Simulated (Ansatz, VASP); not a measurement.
One calculation of SiO2, two programs

Contents of INCAR:

```
PREC     = Accurate       # precision mode
ENCUT    = 520            # plane-wave cutoff, eV
EDIFF    = 1E-8           # SCF threshold, eV
ISMEAR   = -1             # smearing method
SIGMA    = 0.03           # smearing width, eV
LREAL    = F              # projectors in reciprocal space
LASPH    = T              # aspherical terms in the spheres
NELM     = 60             # most SCF steps
ALGO     = Normal         # electronic algorithm
ISIF     = 2              # what is computed and relaxed
LWAVE    = F              # write WAVECAR
LCHARG   = F              # write CHGCAR
GGA      = PS             # functional
LEFG     = T            
NBANDS   = 25             # bands
```

Contents of KPOINTS:

```
Automatic mesh
0
Gamma
  6 6 9
```

Contents of POSCAR:

```
SiO2
1.0
    4.2637020000      0.0000000000      0.0000000000
    0.0000000000      4.2637020000      0.0000000000
    0.0000000000      0.0000000000      2.6678000000
Si O
2 4
Direct
    0.0000000000      0.0000000000      0.0000000000
    0.5000000000      0.5000000000      0.5000000000
    0.3067000000      0.3067000000      0.0000000000
    0.1933000000      0.8067000000      0.5000000000
    0.6933000000      0.6933000000      0.0000000000
    0.8067000000      0.1933000000      0.5000000000
```

Input for Ansatz:

```yaml
crystal:
  lattice:
    - [4.263702, 0.0, 0.0]
    - [0.0, 4.263702, 0.0]
    - [0.0, 0.0, 2.6678]
  atoms:
    - { symbol: Si, position: [0.0, 0.0, 0.0] }
    - { symbol: Si, position: [0.5, 0.5, 0.5] }
    - { symbol: O, position: [0.3067, 0.3067, 0.0] }
    - { symbol: O, position: [0.1933, 0.8067, 0.5] }
    - { symbol: O, position: [0.6933, 0.6933, 0.0] }
    - { symbol: O, position: [0.8067, 0.1933, 0.5] }
kpoints:
  mp_grid: { grid: [6, 6, 9] }
scf:
  occupations: { method: fermi_dirac, width: 0.03 }
hamiltonian:
  xc: pbesol
  pseudopotentials: { kind: paw }
output:
  forces: true
  stress: true
  eigenvalues: true
  efg: { contact_densities: true }
```

Change from the starting cell: equal xx and yy strain of +2 %, PAW files.

Alike in both runs: task electric field gradients; functional PBEsol; k mesh 6 × 6 × 9; occupations fermi-dirac, width 0.03 eV; no spin polarisation.

```csv
,VASP,Ansatz
version,VASP 6.6.1,Ansatz 0.2.0
potentials or method,"VASP PAW PBE potentials, release 64 (Si, O)","PAW with Ansatz's default frozen-core files, scalar-relativistic"
plane-wave cutoff (eV),520,420
valence electrons in the cell,32,32
```

Ansatz gave:

| Quantity | Value |
| --- | --- |
| gap on the k mesh at the Fermi level (eV) | 4.96 |
| pressure (GPa) | -7.2 |
| traceless stress, the component that is largest in VASP (GPa) | 4.27 |
| rms of the force components (eV/Å) | 0.103 |
| size of Vzz on the site where it differs most (V/Å²) | 26.4 |

Which values does VASP return?

gap on the k mesh at the Fermi level (eV): 4.96; pressure (GPa): -6.6; traceless stress, the component that is largest in VASP (GPa): 4.92; rms of the force components (eV/Å): 0.083; size of Vzz on the site where it differs most (V/Å²): 29.0.

VASP's potentials were made for PBE, not for PBEsol. Atom by atom the forces differ by 0.020 eV/Å (rms over components). With one functional, cell and mesh, what is left measures potentials, basis and numerics.
